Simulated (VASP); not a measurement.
# Au (Fd-3m) in VASP: a series of runs, part 2 of 2

VASP 6.6.1. The steps go on from the part before.

## Step 4: Relaxation of cell and atoms, PBE, target pressure 20 GPa, at which the enthalpy is minimised

The input, INCAR:

```
PREC     = Accurate       # precision mode
ENCUT    = 600            # plane-wave cutoff, eV
EDIFF    = 1E-6           # SCF threshold, eV
ISMEAR   = 1              # smearing method
SIGMA    = 0.05           # smearing width, eV
LREAL    = F              # projectors in reciprocal space
LASPH    = T              # aspherical terms in the spheres
NELM     = 60             # most SCF steps
ALGO     = Normal         # electronic algorithm
ISIF     = 3              # what is computed and relaxed
LWAVE    = F              # write WAVECAR
LCHARG   = F              # write CHGCAR
GGA      = PE             # functional
IBRION   = 2              # ionic algorithm
NSW      = 80             # ionic steps
EDIFFG   = -0.03          # ionic threshold
PSTRESS  = 200.0
```

The input, KPOINTS:

```
Automatic mesh
0
Gamma
  8 8 8
```

The input, POSCAR:

```
Au
1.0
    0.0000000000      2.8000000000      2.8000000000
    2.8000000000      0.0000000000      2.8000000000
    2.8000000000      2.8000000000      0.0000000000
Au
2
Direct
    0.0000000000      0.0000000000      0.0000000000
    0.2500000000      0.2500000000      0.2500000000
```

Potentials or basis: VASP PAW PBE potentials, release 64 (Au).

Started as:

```console
$ cat potpaw_PBE.64/Au/POTCAR > POTCAR
$ mpirun -np 1 vasp_std > vasp.out
```

OUTCAR:

```text
PREC = Accurate
   ENCUT = 600
   EDIFF = 1E-6
   ISMEAR = 1
   LREAL = F
   LASPH = T
   NELM = 60
   ISIF = 3
   GGA = PE
   IBRION = 2
   NSW = 80
   EDIFFG = -0.03
   PSTRESS = 200.0

 ion  position               nearest neighbor table
   1  0.000  0.000  0.000-   2 2.42   2 2.42   2 2.42   2 2.42
   2  0.250  0.250  0.250-   1 2.42   1 2.42   1 2.42   1 2.42

  LATTYP: Found a face centered cubic cell.
 ALAT       =     5.6000000000

  Lattice vectors:

 A1 = (   0.0000000000,   2.8000000000,   2.8000000000)
 A2 = (   2.8000000000,   0.0000000000,   2.8000000000)
 A3 = (   2.8000000000,   2.8000000000,   0.0000000000)

Analysis of symmetry for initial positions (statically):
=====================================================================
 Subroutine PRICEL returns:
 Original cell was already a primitive cell.

 Routine SETGRP: Setting up the symmetry group for a
 face centered cubic supercell.

 Subroutine GETGRP returns: Found 48 space group operations
 (whereof 24 operations were pure point group operations)
 out of a pool of 48 trial point group operations.

The static configuration has the point symmetry T_d .
 The point group associated with its full space group is O_h .

Analysis of symmetry for dynamics (positions and initial velocities):
=====================================================================
 Subroutine PRICEL returns:
 Original cell was already a primitive cell.

 Routine SETGRP: Setting up the symmetry group for a
 face centered cubic supercell.

 Subroutine GETGRP returns: Found 48 space group operations
 (whereof 24 operations were pure point group operations)
 out of a pool of 48 trial point group operations.

The dynamic configuration has the point symmetry T_d .
[... 96 lines left out ...]
   LSORBIT =      F    spin-orbit coupling
   LASPH  =      T    aspherical Exc in radial PAW
   ENCUT  =  600.0 eV  44.10 Ry    6.64 a.u.   7.91  7.91  7.91*2*pi/ulx,y,z
   NELM   =     60;   NELMIN=  2; NELMDL= -5     # of ELM steps
   EDIFF  = 0.1E-05   stopping-criterion for ELM
   LREAL  =      F    real-space projection
   EDIFFG = -.3E-01   stopping-criterion for IOM
   NSW    =     80    number of steps for IOM
   IBRION =      2    ionic relax: 0-MD 1-quasi-New 2-CG
   NFREE  =      1    steps in history (QN), initial steepest desc. (CG)
   ISIF   =      3    stress and relaxation
   ISYM   =      2    0-nonsym 1-usesym 2-fastsym
   POTIM  = 0.5000    time-step for ionic-motion
   TEBEG  =    0.0;   TEEND  =   0.0 temperature during run
   PSTRESS=  200.0 pullay stress
   NELECT =      22.0000    total number of electrons
   NUPDOWN=      -1.0000    fix difference up-down
   EMIN   =  10.00;   EMAX   =-10.00  energy-range for DOS
   EFERMI =   0.00;   METHOD = LEGACY
   ISMEAR =     1;   SIGMA  =   0.05  broadening in eV -4-tet -1-fermi 0-gaus
   EFERMI_NEDOS =   21; number of points for ismear=-14 and -15
   IALGO  =     38    algorithm
   IMIX   =      4    mixing-type and parameters
     AMIX     =   0.40;   BMIX     =  1.00
     AMIX_MAG =   1.60;   BMIX_MAG =  1.00
  volume/ion in A,a.u.               =      21.95       148.14
  Fermi-wavevector in a.u.,A,eV,Ry     =   1.300312  2.457234 23.004897  1.690812
  Thomas-Fermi vector in A             =   2.431519
   LORBIT       =      0    0 simple, 1 ext, 2 COOP (PROOUT), +10 PAW based schemes
   GGA     = PE    functional components
   LHFCALC =     F    Hartree Fock is set to
   AEXX    =    0.0000 exact exchange contribution
   IVDW    =     0    specifies the selected vdW correction
   LEPSILON=     F    determine dielectric tensor
   LRPA    =     F    only Hartree local field effects (RPA)
 conjugate gradient relaxation of ions
 non-spin polarized calculation
 Methfessel and Paxton  Order N= 1 SIGMA  =   0.05
  energy-cutoff  :      600.00
  volume of cell :       43.90
 maximum number of plane-waves:      1477
   NGX = 15   NGY = 15   NGZ = 15

--------------------------------------- Ionic step        1  -------------------------------------------

 number of electron      21.9999998 magnetization

 Free energy of the ion-electron system (eV)
  ---------------------------------------------------
  ext. energy  EPLUGINS =         0.00000000
  ---------------------------------------------------
  free energy    TOTEN  =        -3.88974257 eV

  energy without entropy =       -3.88969165  energy(sigma->0) =       -3.88972560

------------------------ aborting loop because EDIFF is reached ----------------------------------------

  FORCE on cell =-STRESS in cart. coord.  units (eV):
  Direction    XX          YY          ZZ          XY          YZ          ZX
  --------------------------------------------------------------------------------------
  -------------------------------------------------------------------------------------
  Total        9.3886316      9.3886316      9.3886316      0.0000000      0.0000000      0.0000000
  in kB      342.6169061    342.6169061    342.6169061      0.0000000      0.0000000      0.0000000
  external PRESSURE =     142.6169061 kB  Pullay stress =     200.0000000 kB
[... 983 lines left out ...]
--------------------------------------- Ionic step        4  -------------------------------------------

 number of electron      22.0000003 magnetization

 Free energy of the ion-electron system (eV)
  ---------------------------------------------------
  ext. energy  EPLUGINS =         0.00000000
  ---------------------------------------------------
  free energy    TOTEN  =        -4.47856722 eV

  energy without entropy =       -4.47845426  energy(sigma->0) =       -4.47852956

 E-fermi :   5.0223     XC(G=0): -10.4190

 val. band max:        4.7395646731   @ k =   0.5000   0.0000   0.0000
 cond. band min:       5.0250405995   @ k =  -0.3750   0.3750   0.0000
 fundamental gap:      0.2854759264
 Fermi energy:         5.0223438328
[... 465 lines left out ...]
  energy  without entropy=       -4.4784542564  energy(sigma->0) =       -4.47852956

  enthalpy is  TOTEN    =         1.4450982066 eV   P V=        5.9236654219

 reached required accuracy - stopping structural energy minimisation
```

OSZICAR:

```text
N       E                     dE             d eps       ncg     rms          rms(c)
DAV:   1     0.138148855554E+03    0.13815E+03   -0.12450E+04   878   0.153E+03
DAV:   2    -0.223309559208E+01   -0.14038E+03   -0.13538E+03   961   0.299E+02
DAV:   3    -0.437472081570E+01   -0.21416E+01   -0.21360E+01  1017   0.394E+01
DAV:   4    -0.438736520130E+01   -0.12644E-01   -0.12644E-01  1003   0.309E+00
[... 32 lines left out ...]
DAV:   1    -0.448613691469E+01    0.22249E-01   -0.13312E-01   933   0.354E+00    0.527E-01
DAV:   2    -0.447869362824E+01    0.74433E-02   -0.24394E-02   933   0.134E+00    0.233E-01
DAV:   3    -0.447854658600E+01    0.14704E-03   -0.75553E-04   954   0.220E-01    0.171E-01
DAV:   4    -0.447856753702E+01   -0.20951E-04   -0.86414E-05   919   0.658E-02    0.671E-03
DAV:   5    -0.447856721533E+01    0.32169E-06   -0.71930E-06   919   0.224E-02
   4 F= 0.14450982E+01 E0= 0.14451359E+01  d E =-.145701E+00
```

Run time: 88 s. Hardware: 1 thread of Intel Xeon 8259CL, shared host; peak memory 0.19 GiB.

Results:

```yaml
Free_energy: -4.4786 eV
Relaxed_volume: 23.73 Å³/atom
Relaxed_cell: a = 4.064 Å, b = 4.064 Å, c = 4.064 Å, α = 60.00°, β = 60.00°, γ = 60.00°
Space_group_after_relaxing_to_0.05_Å: Fd-3m (No. 227)
Energy_change_on_relaxing_the_enthalpy_is_what_falls: -294.4 meV/atom
Ionic_steps: 4
Pressure_after_relaxing: 19.9 GPa
Band_gap_on_the_k_mesh: zero (band 11 reaches 5.39 eV, above the bottom of band 12 at 4.72 eV)
```

The path:
| step | energy change (eV) | largest force (eV/Å) | pressure (GPa) | volume (Å³) |
| --- | --- | --- | --- | --- |
| 1 | 0.0000 | 0.0000 | 34.26 | 43.90 |
| 2 | -1.1166 | 0.0000 | 0.63 | 57.53 |
| 3 | -0.6186 | 0.0000 | 19.12 | 47.70 |
| 4 | -0.5888 | 0.0000 | 19.91 | 47.45 |

Final structure:
```
Au
1.0
     0.00000    2.87352    2.87352
     2.87352    0.00000    2.87352
     2.87352    2.87352    0.00000
Au
2
Direct
  0.00000 0.00000 0.00000
  0.25000 0.25000 0.25000
```

Caveat: the cell is relaxed towards a set pressure, so the enthalpy falls and the energy may rise; spin-orbit coupling is left out, which moves the levels of the heavy elements.

## Step 5: Relaxation of cell and atoms, PBE, target pressure 30 GPa, at which the enthalpy is minimised

The input, INCAR:

```
SYSTEM = Au
PREC     = Accurate       ! precision mode
ENCUT    = 600            ! plane-wave cutoff, eV
EDIFF    = 1E-6           ! SCF threshold, eV
ISMEAR   = 1              ! smearing method
SIGMA    = 0.05           ! smearing width, eV
LREAL    = .False.        ! projectors in reciprocal space
LASPH    = .True.         ! aspherical terms in the spheres
NELM     = 100            ! most SCF steps
ALGO     = Normal         ! electronic algorithm
ISIF     = 3              ! what is computed and relaxed
LWAVE    = .False.        ! write WAVECAR
LCHARG   = .False.        ! write CHGCAR
GGA      = PE             ! functional
IBRION   = 2              ! ionic algorithm
NSW      = 80             ! ionic steps
EDIFFG   = -0.03          ! ionic threshold
PSTRESS  = 300.0
```

The input, KPOINTS:

```
regular mesh
0
Gamma
  8 8 8
  0 0 0
```

POSCAR is that of step 4.

Started as:

```console
$ cat potpaw_PBE.64/Au/POTCAR > POTCAR
$ mpirun -np 1 vasp_std > vasp.out
```

Wall time 62 s (1 thread of Intel Xeon 8259CL, shared host); peak memory 0.19 GiB.

It converged, with:

- Free energy: -4.0759 eV
- Relaxed volume: 22.42 Å³/atom
- Relaxed cell: a = 3.988 Å, b = 3.988 Å, c = 3.988 Å, α = 60.00°, β = 60.00°, γ = 60.00°
- Space group after relaxing (to 0.05 Å): Fd-3m (No. 227)
- Energy change on relaxing (the enthalpy is what falls): -93.1 meV/atom
- Ionic steps: 3
- Pressure after relaxing: 29.9 GPa
- Band gap on the k mesh: zero (band 11 reaches 6.14 eV, above the bottom of band 12 at 5.46 eV)

Step by step:
```tsv
step	energy change (eV)	largest force (eV/Å)	pressure (GPa)	volume (Å³)
1	0.0000	0.0000	34.26	43.90
2	-0.6211	0.0000	19.04	47.72
3	-0.1861	0.0000	29.90	44.83
```

Final structure:
```
Au
1.0
     0.00000    2.81965    2.81965
     2.81965    0.00000    2.81965
     2.81965    2.81965    0.00000
Au
2
Direct
  0.00000 0.00000 0.00000
  0.25000 0.25000 0.25000
```

Levels at points of the mesh, in eV from the Fermi level:
| k point | band 8 | band 9 | band 10 | band 11 | band 12 | band 13 | band 14 | band 15 |
| --- | --- | --- | --- | --- | --- | --- | --- | --- |
| (0.00, 0.00, 0.00) | -2.95 | -2.95 | -1.30 | -1.30 | 10.37 | 10.52 | 11.42 | 11.42 |
| (0.50, 0.00, 0.00) | -2.52 | -1.86 | -1.58 | -1.58 | -0.25 | 7.71 | 7.71 | 9.85 |
| (0.50, 0.50, 0.00) | -3.61 | -1.33 | -1.33 | 0.40 | 0.40 | 3.59 | 3.59 | 9.03 |

Caveat: the cell is relaxed towards a set pressure, so the enthalpy falls and the energy may rise; spin-orbit coupling is left out, which moves the levels of the heavy elements.

## Step 6: Summary

| cell | gap on the mesh (eV) | pressure (GPa) |
| --- | --- | --- |
| relaxed | none | 0.0 |
| relaxed to 10 GPa | none | 10.0 |
| relaxed to 20 GPa | none | 19.9 |
| relaxed to 30 GPa | none | 29.9 |

Alike in all rows: task relaxation of cell and atoms; level PBE; potentials or basis VASP PAW PBE potentials, release 64 (Au); no spin polarisation; k mesh 8 × 8 × 8; cutoff (eV) 600; smearing methfessel-paxton 0.05 eV.

Caveats: spin-orbit coupling is left out, which moves the levels of the heavy elements; the cell is relaxed towards a set pressure, so the enthalpy falls and the energy may rise (some runs); the volume moved by over 15 % at a fixed basis, so the end points are rough (some runs).

Total energies depend on the potentials used, so only differences within one code and one set of settings carry meaning.
